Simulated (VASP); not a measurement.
The system is SiC.

```
Si C
1.0
     0.00000    2.17805    2.17805
     2.17805    0.00000    2.17805
     2.17805    2.17805    0.00000
Si C
1 1
Direct
  0.00000 0.00000 0.00000
  0.25000 0.25000 0.25000
```

Base run:

```yaml
Program: VASP 6.6.1
Functional: PBE
Potentials_or_basis: VASP PAW PBE potentials, release 64 (Si, C)
Cutoff: 520 eV
k_mesh: 8 × 8 × 8
Occupations: gaussian, width 0.01 eV
Spin: no spin polarisation
```

Its results: band gap on the k mesh 1.35 eV (least direct gap 4.54 eV); electronic dielectric tensor (diagonal) 7.11.

The run is repeated on the same cell with these changes: functional from PBE to r2SCAN. What comes out?

Band gap on the k mesh 1.72 eV (least direct gap 5.06 eV); electronic dielectric tensor (diagonal) 6.49.

A k mesh can miss the band edges.
